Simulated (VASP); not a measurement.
# BAs in VASP: notebook

BAs is run at these levels: PBEsol+D3(BJ); tasks: single point.

All numbers are computed with VASP 6.6.1; they aren't measurements. Logs are shortened: lines on timing, memory, paths and dates and some standing lists are left out, and cuts for length are marked.

## Step 1: The cell of the first run

The cell holds a sheet with vacuum, 2 atoms: a = 3.380 Å, b = 3.380 Å, c = 14.000 Å, α = 90.00°, β = 90.00°, γ = 120.00°.

## Step 2: Single point, PBEsol+D3(BJ)

INCAR

```
SYSTEM = BAs
PREC = Accurate ; ENCUT = 420
EDIFF = 1E-6 ; ISMEAR = 0
SIGMA = 0.03 ; LREAL = .FALSE.
LASPH = .TRUE. ; NELM = 120
ALGO = Normal ; ISIF = 2
LWAVE = .FALSE. ; LCHARG = .TRUE.
LDIPOL = .TRUE. ; IDIPOL = 3
DIPOL = 0.5 0.5 0.500 ; GGA = PS
IVDW = 12 ; LELF = .TRUE.
LVHAR = .TRUE. ; LVACPOTAV = .TRUE.
NBANDS = 11 ; GGA_COMPAT = .FALSE.
NELMDL = -8
```

KPOINTS

```
Automatic mesh
0
G
  12 12 1
  0 0 0
```

POSCAR

```
BAs
1.0
    3.3800000000      0.0000000000      0.0000000000
   -1.6900000000      2.9271658648      0.0000000000
    0.0000000000      0.0000000000     14.0000000000
B As
1 1
Direct
    0.3333330000      0.6666670000      0.5000000000
    0.6666670000      0.3333330000      0.5000000000
```

Potentials or basis: VASP PAW PBE potentials, release 64 (B, As).

The run is started by

```sh
$ cat potpaw_PBE.64/B/POTCAR potpaw_PBE.64/As/POTCAR > POTCAR
$ mpirun -np 1 vasp_std > vasp.out
```

OUTCAR:

```text
SYSTEM = BAs
   PREC = Accurate
   ENCUT = 420
   EDIFF = 1E-6
   ISMEAR = 0
   LREAL = .FALSE.
   LASPH = .TRUE.
   NELM = 120
   ISIF = 2
   GGA = PS
   IVDW = 12
   NELMDL = -8
 IVDW          = 12

 ion  position               nearest neighbor table
   1  0.333  0.667  0.500-   2 1.95   2 1.95   2 1.95
   2  0.667  0.333  0.500-   1 1.95   1 1.95   1 1.95

  LATTYP: Found a hexagonal cell.
 ALAT       =     3.3800000000
 C/A-ratio  =     4.1420118343

  Lattice vectors:

 A1 = (   3.3800000000,   0.0000000000,   0.0000000000)
 A2 = (  -1.6900000000,   2.9271658648,   0.0000000000)
 A3 = (   0.0000000000,   0.0000000000,  14.0000000000)

Analysis of symmetry for initial positions (statically):
=====================================================================
 Subroutine PRICEL returns:
 Original cell was already a primitive cell.

 Routine SETGRP: Setting up the symmetry group for a
 hexagonal supercell.

 Subroutine GETGRP returns: Found 12 space group operations
 (whereof 12 operations were pure point group operations)
 out of a pool of 24 trial point group operations.

The static configuration has the point symmetry D_3h.

Analysis of symmetry for dynamics (positions and initial velocities):
=====================================================================
 Subroutine PRICEL returns:
 Original cell was already a primitive cell.

 Routine SETGRP: Setting up the symmetry group for a
 hexagonal supercell.

 Subroutine GETGRP returns: Found 12 space group operations
 (whereof 12 operations were pure point group operations)
 out of a pool of 24 trial point group operations.

The dynamic configuration has the point symmetry D_3h.

 Subroutine INISYM returns: Found 12 space group operations
 (whereof 12 operations are pure point group operations),
 and found     1 'primitive' translations

----------------------------------------------------------------------------------------

                                     Primitive cell

  volume of cell :     138.5135

  direct lattice vectors                    reciprocal lattice vectors
     3.380000000  0.000000000  0.000000000     0.295857988  0.170813689  0.000000000
    -1.690000000  2.927165865  0.000000000     0.000000000  0.341627378  0.000000000
     0.000000000  0.000000000 14.000000000     0.000000000  0.000000000  0.071428571

  length of vectors
     3.380000000  3.380000000 14.000000000     0.341627378  0.341627378  0.071428571

  position of ions in fractional coordinates (direct lattice)
     0.333333000  0.666667000  0.500000000
     0.666667000  0.333333000  0.500000000

  ion indices of the primitive-cell ions
   primitive index   ion index
                 1           1
                 2           2

----------------------------------------------------------------------------------------

 KPOINTS: Automatic mesh

Automatic generation of k-mesh.
 Grid dimensions read from file:
 generate k-points for:   12   12    1

 Generating k-lattice:

  Cartesian coordinates                     Fractional coordinates (reciprocal lattice)
     0.024654832  0.014234474  0.000000000     0.083333333  0.000000000  0.000000000
     0.000000000  0.028468948  0.000000000     0.000000000  0.083333333  0.000000000
     0.000000000  0.000000000  0.071428571     0.000000000  0.000000000  1.000000000

  Length of vectors
     0.028468948  0.028468948  0.071428571

  Shift w.r.t. Gamma in fractional coordinates (k-lattice)
     0.000000000  0.000000000  0.000000000

 Subroutine IBZKPT returns following result:
 ===========================================

 Found     19 irreducible k-points:

 Following reciprocal coordinates:
            Coordinates               Weight
  0.000000  0.000000  0.000000      1.000000
  0.083333  0.000000  0.000000      6.000000
  0.166667 -0.000000  0.000000      6.000000
  0.250000 -0.000000  0.000000      6.000000
  0.333333  0.000000  0.000000      6.000000
  0.416667  0.000000  0.000000      6.000000
[... 11 lines left out ...]
  0.333333  0.250000  0.000000     12.000000
  0.333333  0.333333  0.000000      2.000000
   k-points           NKPTS =     19   k-points in BZ     NKDIM =     19   number of bands    NBANDS=     11
   number of dos      NEDOS =    301   number of ions     NIONS =      2
   total plane-waves  NPLWV =  55296
   dimension x,y,z NGX =    24 NGY =   24 NGZ =   96
   dimension x,y,z NGXF=    48 NGYF=   48 NGZF=  192
   ions per type =               1   1
   NGX,Y,Z   is equivalent  to a cutoff of  11.80, 11.80, 11.40 a.u.
   NGXF,Y,Z  is equivalent  to a cutoff of  23.61, 23.61, 22.80 a.u.
 SYSTEM =  BAs
   PREC   = accura    normal or accurate (medium, high low for compatibility)
   ISTART =      0    job   : 0-new  1-cont  2-samecut
   ICHARG =      2    charge: 1-file 2-atom 10-const
   ISPIN  =      1    spin polarized calculation?
   LNONCOLLINEAR =      F non collinear calculations
   LSORBIT =      F    spin-orbit coupling
   LASPH  =      T    aspherical Exc in radial PAW
   ENCUT  =  420.0 eV  30.87 Ry    5.56 a.u.   5.65  5.65 23.39*2*pi/ulx,y,z
   NELM   =    120;   NELMIN=  2; NELMDL= -8     # of ELM steps
   EDIFF  = 0.1E-05   stopping-criterion for ELM
   LREAL  =      F    real-space projection
   EDIFFG = 0.1E-04   stopping-criterion for IOM
   NSW    =      0    number of steps for IOM
   IBRION =     -1    ionic relax: 0-MD 1-quasi-New 2-CG
   NFREE  =      0    steps in history (QN), initial steepest desc. (CG)
   ISIF   =      2    stress and relaxation
   ISYM   =      2    0-nonsym 1-usesym 2-fastsym
   POTIM  = 0.5000    time-step for ionic-motion
   TEBEG  =    0.0;   TEEND  =   0.0 temperature during run
   PSTRESS=    0.0 pullay stress
   NELECT =       8.0000    total number of electrons
   NUPDOWN=      -1.0000    fix difference up-down
   EMIN   =  10.00;   EMAX   =-10.00  energy-range for DOS
   EFERMI =   0.00;   METHOD = LEGACY
   ISMEAR =     0;   SIGMA  =   0.03  broadening in eV -4-tet -1-fermi 0-gaus
   EFERMI_NEDOS =   21; number of points for ismear=-14 and -15
   IALGO  =     38    algorithm
   IMIX   =      4    mixing-type and parameters
     AMIX     =   0.40;   BMIX     =  1.00
     AMIX_MAG =   1.60;   BMIX_MAG =  1.00
  volume/ion in A,a.u.               =      69.26       467.37
  Fermi-wavevector in a.u.,A,eV,Ry     =   0.632811  1.195840  5.448453  0.400450
  Thomas-Fermi vector in A             =   1.696254
   LORBIT       =      0    0 simple, 1 ext, 2 COOP (PROOUT), +10 PAW based schemes
   GGA     = PS    functional components
   LHFCALC =     F    Hartree Fock is set to
   AEXX    =    0.0000 exact exchange contribution
   IVDW    =    12    specifies the selected vdW correction
   LEPSILON=     F    determine dielectric tensor
   LRPA    =     F    only Hartree local field effects (RPA)
 non-spin polarized calculation
 Gauss-broadening in eV      SIGMA  =   0.03
  energy-cutoff  :      420.00
  volume of cell :      138.51
 maximum number of plane-waves:      2725
 NGX is ok and might be reduce to    24
   NGX = 11   NGY = 11   NGZ = 47

 dipolmoment           0.000000      0.000000     -0.000000 electrons x Angstroem

 number of electron       8.0000000 magnetization

 dipolmoment           0.000000      0.000000      0.000000 electrons x Angstroem

 Free energy of the ion-electron system (eV)
  ---------------------------------------------------
  ext. energy  EPLUGINS =         0.00000000
  ---------------------------------------------------
  free energy    TOTEN  =       -11.24876095 eV

  energy without entropy =      -11.24876095  energy(sigma->0) =      -11.24876095

 E-fermi :  -2.7045     XC(G=0):  -3.0589

 val. band max:       -2.8751049533   @ k =   0.3333   0.3333   0.0000
 cond. band min:      -2.1282154176   @ k =   0.3333   0.3333   0.0000
 fundamental gap:      0.7468895357
 Fermi energy:        -2.7045490487

 k-point     1 :       0.0000    0.0000    0.0000
  band No.  band energies     occupation
      1     -16.7129      2.00000
      2      -6.8293      2.00000
      3      -4.3822      2.00000
      4      -4.3822      2.00000
      5       0.8240      0.00000
      6       1.0026      0.00000
      7       1.9244      0.00000
      8       1.9245      0.00000
      9       2.0936      0.00000
     10       2.5966      0.00000
     11       4.5411      0.00000

 k-point     2 :       0.0833    0.0000    0.0000
  band No.  band energies     occupation
      1     -16.6164      2.00000
      2      -6.7200      2.00000
      3      -5.0177      2.00000
      4      -4.5954      2.00000
      5       0.9485      0.00000
      6       1.1198      0.00000
      7       2.2085      0.00000
      8       2.2126      0.00000
      9       2.3484      0.00000
     10       2.7235      0.00000
     11       4.2323      0.00000

 k-point     3 :       0.1667   -0.0000    0.0000
  band No.  band energies     occupation
      1     -16.3304      2.00000
      2      -6.4003      2.00000
      3      -6.3949      2.00000
      4      -5.0884      2.00000
      5       0.7754      0.00000
      6       1.3335      0.00000
      7       2.5289      0.00000
      8       3.0435      0.00000
      9       3.2679      0.00000
     10       3.4603      0.00000
     11       3.4679      0.00000
[... 197 lines left out ...]
 k-point    18 :       0.3333    0.2500    0.0000
  band No.  band energies     occupation
      1     -13.9877      2.00000
      2     -10.6920      2.00000
      3      -8.5322      2.00000
      4      -3.3691      2.00000
      5      -1.6579      0.00000
      6       3.0725      0.00000
      7       3.7646      0.00000
      8       4.9135      0.00000
      9       5.6898      0.00000
     10       6.7133      0.00000
     11       6.9816      0.00000

 k-point    19 :       0.3333    0.3333    0.0000
  band No.  band energies     occupation
      1     -13.8067      2.00000
      2     -10.7421      2.00000
      3      -8.9103      2.00000
      4      -2.8751      2.00000
      5      -2.1282      0.00000
      6       3.4634      0.00000
      7       3.7664      0.00000
      8       5.5483      0.00000
      9       6.3002      0.00000
     10       6.7184      0.00000
     11       7.0922      0.00000

------------------------ aborting loop because EDIFF is reached ----------------------------------------

 Edisp (eV)   -0.18203

 E8    (eV) :    -0.1159

  FORCE on cell =-STRESS in cart. coord.  units (eV):
  Direction    XX          YY          ZZ          XY          YZ          ZX
  --------------------------------------------------------------------------------------
  -------------------------------------------------------------------------------------
  Total      -0.47924    -0.47924    -0.01172     0.00000    -0.00000     0.00000
  in kB      -5.54335    -5.54335    -0.13561     0.00000    -0.00000     0.00000
  external pressure =       -3.74 kB  Pullay stress =        0.00 kB

 VOLUME and BASIS-vectors are now :
 -----------------------------------------------------------------------------
  energy-cutoff  :      420.00
  volume of cell :      138.51
      direct lattice vectors                 reciprocal lattice vectors
     3.380000000  0.000000000  0.000000000     0.295857988  0.170813689  0.000000000
    -1.690000000  2.927165865  0.000000000     0.000000000  0.341627378  0.000000000
     0.000000000  0.000000000 14.000000000     0.000000000  0.000000000  0.071428571

 POSITION                                       TOTAL-FORCE (eV/Angst)
 -----------------------------------------------------------------------------------
     -0.00000      1.95144      7.00000        -0.000000      0.000000      0.000000
      1.69000      0.97572      7.00000         0.000000      0.000000      0.000000
 -----------------------------------------------------------------------------------
    total drift:                               -0.000132      0.000076      0.000000

  FREE ENERGIE OF THE ION-ELECTRON SYSTEM (eV)
  ---------------------------------------------------
  free  energy   TOTEN  =       -11.4307885054 eV

  energy  without entropy=      -11.4307885054  energy(sigma->0) =      -11.43078851

 vacuum level on the upper side and lower side of the slab         2.102         2.102
```

Run time: 49 s. Hardware: 1 thread of AMD EPYC 7R43 (Zen 3), shared host; peak memory 0.19 GiB.

What came out:

```
Free energy                : -11.4308 eV
Band gap on the k mesh     : 0.75 eV
Dispersion energy per atom : -0.091 eV
```

Levels at points of the mesh, in eV from the valence-band top:
| k point | band 2 | band 3 | band 4 | band 5 | band 6 | band 7 |
| --- | --- | --- | --- | --- | --- | --- |
| (0.00, 0.00, 0.00) | -3.95 | -1.51 | -1.51 | 3.70 | 3.88 | 4.80 |
| (0.50, 0.00, 0.00) | -8.22 | -3.59 | -1.05 | 1.43 | 2.47 | 7.56 |

Caveat: the PAW data sets were made with another functional, which shifts forces and pressure a little.

## Step 3: Single point, PBEsol+D3(BJ)

This run uses another cell than the first one.

INCAR

```
PREC     = Accurate       # precision mode
ENCUT    = 420            # plane-wave cutoff, eV
EDIFF    = 1E-6           # SCF threshold, eV
ISMEAR   = 0              # smearing method
SIGMA    = 0.03           # smearing width, eV
LREAL    = False          # projectors in reciprocal space
LASPH    = True           # aspherical terms in the spheres
NELM     = 120            # most SCF steps
ALGO     = Normal         # electronic algorithm
ISIF     = 2              # what is computed and relaxed
LWAVE    = False          # write WAVECAR
LCHARG   = True           # write CHGCAR
LDIPOL   = True         
IDIPOL   = 3            
DIPOL    = 0.5 0.5 0.294
GGA      = PS             # functional
IVDW     = 12             # dispersion correction
LELF     = True           # ELF
LVHAR    = True         
LVACPOTAV= True         
NBANDS   = 11             # bands
GGA_COMPAT= False        
NELMDL   = -8
```

KPOINTS

```
regular mesh
0
Gamma
  12 12 1
```

POSCAR

```
BAs
1.0
    3.3554742422      0.0000000000      0.0000000000
   -1.6777371211      2.9059259355      0.0000000000
    0.0000000000      0.0000000000     23.8000000000
B As
1 1
Direct
    0.3333333333      0.6666666667      0.2941176471
    0.6666666667      0.3333333333      0.2941176471
```

Potentials or basis: VASP PAW PBE potentials, release 64 (B, As).

The run is started by

```sh
$ cat potpaw_PBE.64/B/POTCAR potpaw_PBE.64/As/POTCAR > POTCAR
$ mpirun -np 1 vasp_std > vasp.out
```

It took 90 s on 1 thread of AMD EPYC 7R43 (Zen 3), shared host; peak memory 0.25 GiB.

Results (log left out):

| Property | Result |
| --- | --- |
| Free energy | -11.4312 eV |
| Band gap on the k mesh | 0.73 eV |
| Dispersion energy per atom | -0.092 eV |

Levels at points of the mesh, in eV from the valence-band top:
| k point | band 1 | band 2 | band 3 | band 4 | band 5 | band 6 | band 7 | band 8 |
| --- | --- | --- | --- | --- | --- | --- | --- | --- |
| (0.00, 0.00, 0.00) | -13.95 | -4.05 | -1.49 | -1.49 | 3.70 | 4.12 | 4.74 | 4.88 |
| (0.50, 0.00, 0.00) | -11.48 | -8.30 | -3.62 | -1.08 | 1.42 | 2.55 | 7.58 | 8.21 |

Caveat: the PAW data sets were made with another functional, which shifts forces and pressure a little.
